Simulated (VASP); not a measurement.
# Al (Fm-3m) in VASP: further runs

The runs below take Al through single point, with PBEsol.

Everything below comes from runs of VASP 6.6.1. Logs are shortened: lines on timing, memory, paths and dates and some standing lists are left out, and cuts for length are marked.

## Step 1: The cell of the first run

It takes space group Fm-3m (No. 225, cubic). The conventional cell has a = 3.837 Å, b = 3.837 Å, c = 3.837 Å, α = 90.00°, β = 90.00°, γ = 90.00°. Within 3.6 Å of Al (site symmetry m-3m) lie 12 Al at 2.71 Å.

## Step 2: Single point, PBEsol

The input, INCAR:

```
SYSTEM = Al
PREC     = Accurate       ! precision mode
ENCUT    = 520            ! plane-wave cutoff, eV
EDIFF    = 1E-6           ! SCF threshold, eV
ISMEAR   = -1             ! smearing method
SIGMA    = 0.05           ! smearing width, eV
LREAL    = .False.        ! projectors in reciprocal space
LASPH    = .True.         ! aspherical terms in the spheres
NELM     = 80             ! most SCF steps
ALGO     = Normal         ! electronic algorithm
ISIF     = 2              ! what is computed and relaxed
LWAVE    = .False.        ! write WAVECAR
LCHARG   = .False.        ! write CHGCAR
GGA      = PS             ! functional
NBANDS   = 8              ! bands
```

The input, KPOINTS:

```
Automatic mesh
0
Gamma
  24 24 24
  0 0 0
```

The input, POSCAR:

```
Al
1.0
    0.0000000000      1.9186683329      1.9186683329
    1.9186683329      0.0000000000      1.9186683329
    1.9186683329      1.9186683329      0.0000000000
Al
1
Direct
    0.0000000000      0.0000000000      0.0000000000
```

Potentials or basis: VASP PAW PBE potentials, release 64 (Al).

Launch:

```sh
> cat potpaw_PBE.64/Al/POTCAR > POTCAR
> mpirun -np 1 vasp_std > vasp.out
```

OUTCAR:

```text
SYSTEM = Al
   PREC = Accurate
   ENCUT = 520
   EDIFF = 1E-6
   ISMEAR = -1
   LREAL = .False.
   LASPH = .True.
   NELM = 80
   ISIF = 2
   GGA = PS

 ion  position               nearest neighbor table
   1  0.000  0.000  0.000-

  LATTYP: Found a face centered cubic cell.
 ALAT       =     3.8373366658

  Lattice vectors:

 A1 = (   0.0000000000,   1.9186683329,   1.9186683329)
 A2 = (   1.9186683329,   0.0000000000,   1.9186683329)
 A3 = (   1.9186683329,   1.9186683329,   0.0000000000)

Analysis of symmetry for initial positions (statically):
=====================================================================
 Subroutine PRICEL returns:
 Original cell was already a primitive cell.

 Routine SETGRP: Setting up the symmetry group for a
 face centered cubic supercell.

 Subroutine GETGRP returns: Found 48 space group operations
 (whereof 48 operations were pure point group operations)
 out of a pool of 48 trial point group operations.

The static configuration has the point symmetry O_h .

Analysis of symmetry for dynamics (positions and initial velocities):
=====================================================================
 Subroutine PRICEL returns:
 Original cell was already a primitive cell.

 Routine SETGRP: Setting up the symmetry group for a
 face centered cubic supercell.

 Subroutine GETGRP returns: Found 48 space group operations
 (whereof 48 operations were pure point group operations)
 out of a pool of 48 trial point group operations.

The dynamic configuration has the point symmetry O_h .

 Subroutine INISYM returns: Found 48 space group operations
 (whereof 48 operations are pure point group operations),
 and found     1 'primitive' translations

----------------------------------------------------------------------------------------

                                     Primitive cell

  volume of cell :      14.1263

  direct lattice vectors                    reciprocal lattice vectors
     0.000000000  1.918668333  1.918668333    -0.260597411  0.260597411  0.260597411
     1.918668333  0.000000000  1.918668333     0.260597411 -0.260597411  0.260597411
     1.918668333  1.918668333  0.000000000     0.260597411  0.260597411 -0.260597411

  length of vectors
     2.713406778  2.713406778  2.713406778     0.451367956  0.451367956  0.451367956

  position of ions in fractional coordinates (direct lattice)
[... 76 lines left out ...]
   NELM   =     80;   NELMIN=  2; NELMDL= -5     # of ELM steps
   EDIFF  = 0.1E-05   stopping-criterion for ELM
   LREAL  =      F    real-space projection
   EDIFFG = 0.1E-04   stopping-criterion for IOM
   NSW    =      0    number of steps for IOM
   IBRION =     -1    ionic relax: 0-MD 1-quasi-New 2-CG
   NFREE  =      0    steps in history (QN), initial steepest desc. (CG)
   ISIF   =      2    stress and relaxation
   ISYM   =      2    0-nonsym 1-usesym 2-fastsym
   POTIM  = 0.5000    time-step for ionic-motion
   TEBEG  =    0.0;   TEEND  =   0.0 temperature during run
   PSTRESS=    0.0 pullay stress
   NELECT =       3.0000    total number of electrons
   NUPDOWN=      -1.0000    fix difference up-down
   EMIN   =  10.00;   EMAX   =-10.00  energy-range for DOS
   EFERMI =   0.00;   METHOD = LEGACY
   ISMEAR =    -1;   SIGMA  =   0.05  broadening in eV -4-tet -1-fermi 0-gaus
   EFERMI_NEDOS =   21; number of points for ismear=-14 and -15
   IALGO  =     38    algorithm
   IMIX   =      4    mixing-type and parameters
     AMIX     =   0.40;   BMIX     =  1.00
     AMIX_MAG =   1.60;   BMIX_MAG =  1.00
  volume/ion in A,a.u.               =      14.13        95.33
  Fermi-wavevector in a.u.,A,eV,Ry     =   0.976724  1.845741 12.979828  0.953990
  Thomas-Fermi vector in A             =   2.107366
   LORBIT       =      0    0 simple, 1 ext, 2 COOP (PROOUT), +10 PAW based schemes
   GGA     = PS    functional components
   LHFCALC =     F    Hartree Fock is set to
   AEXX    =    0.0000 exact exchange contribution
   IVDW    =     0    specifies the selected vdW correction
   LEPSILON=     F    determine dielectric tensor
   LRPA    =     F    only Hartree local field effects (RPA)
 non-spin polarized calculation
  energy-cutoff  :      520.00
  volume of cell :       14.13
 maximum number of plane-waves:       392
   NGX =  9   NGY =  9   NGZ =  9

 number of electron       3.0000000 magnetization

 Free energy of the ion-electron system (eV)
  ---------------------------------------------------
  ext. energy  EPLUGINS =         0.00000000
  ---------------------------------------------------
  free energy    TOTEN  =        -4.00704013 eV

  energy without entropy =       -4.00449029  energy(sigma->0) =       -4.00576521

 E-fermi :   9.6793     XC(G=0): -10.8372

 val. band max:        9.6637357021   @ k =  -0.2500   0.2917   0.1250
 cond. band min:       9.6934349443   @ k =  -0.3750   0.4167   0.2083
 fundamental gap:      0.0296992422
 Fermi energy:         9.6793200660

 k-point     1 :       0.0000    0.0000    0.0000
  band No.  band energies     occupation
      1      -2.5805      2.00000
      2      23.1510      0.00000
      3      23.1510      0.00000
      4      23.1510      0.00000
      5      25.9007      0.00000
      6      25.9007      0.00000
      7      25.9007      0.00000
      8      27.3281      0.00000
[... 243 lines left out ...]
 k-point    24 :       0.4583    0.0417    0.0000
  band No.  band energies     occupation
      1       3.2589      2.00000
      2       6.4892      2.00000
      3      20.9546      0.00000
      4      21.2994      0.00000
      5      22.6302      0.00000
      6      23.9422      0.00000
      7      26.3637      0.00000
      8      27.7344      0.00000

 [... further k-points ...]

------------------------ aborting loop because EDIFF is reached ----------------------------------------

  FORCE on cell =-STRESS in cart. coord.  units (eV):
  Direction    XX          YY          ZZ          XY          YZ          ZX
  --------------------------------------------------------------------------------------
  -------------------------------------------------------------------------------------
  Total        1.3344529      1.3344529      1.3344529     -0.0000000     -0.0000000     -0.0000000
  in kB      151.3505854    151.3505854    151.3505854     -0.0000000     -0.0000000     -0.0000000
  external PRESSURE =     151.3505854 kB  Pullay stress =       0.0000000 kB

 VOLUME and BASIS-vectors are now :
 -----------------------------------------------------------------------------
  energy-cutoff  :      520.00
  volume of cell :       14.13
      direct lattice vectors                 reciprocal lattice vectors
     0.000000000  1.918668333  1.918668333    -0.260597411  0.260597411  0.260597411
     1.918668333  0.000000000  1.918668333     0.260597411 -0.260597411  0.260597411
     1.918668333  1.918668333  0.000000000     0.260597411  0.260597411 -0.260597411

 POSITION                                       TOTAL-FORCE (eV/Angst)
 -----------------------------------------------------------------------------------
      0.00000      0.00000      0.00000         0.000000      0.000000     -0.000000
 -----------------------------------------------------------------------------------
    total drift:                                0.000000      0.000000     -0.000000

  FREE ENERGIE OF THE ION-ELECTRON SYSTEM (eV)
  ---------------------------------------------------
  free  energy   TOTEN  =        -4.0070401281 eV

  energy  without entropy=       -4.0044902869  energy(sigma->0) =       -4.00576521
```

stdout:

```text
POSCAR found type information on POSCAR Al
 POSCAR found :  1 types and       1 ions
 scaLAPACK will be used
 -----------------------------------------------------------------------------
|                                                                             |
|                                                                             |
|     You enforced a specific xc type in the INCAR file but a different       |
|     I HOPE YOU KNOW WHAT YOU ARE DOING!                                     |
|                                                                             |
 -----------------------------------------------------------------------------

 LDA part: xc-table for (Slater+PW92), standard interpolation
 POSCAR, INCAR and KPOINTS ok, starting setup
 FFT: planning ... GRIDC
 FFT: planning ... GRID_SOFT
 FFT: planning ... GRID
 WAVECAR not read
 entering main loop
```

Run time: 33 s. Hardware: 1 thread of Intel Xeon 8259CL, shared host; peak memory 0.15 GiB.

What came out:

- Free energy: -4.0070 eV
- Pressure: 15.1 GPa
- Band gap on the k mesh: zero (an odd number of electrons rules out a gap without spin polarisation)

Caveat: the cell stands under pressure; the PAW data sets were made with another functional, which shifts forces and pressure a little.

(Part 1 of 2 ends here.)
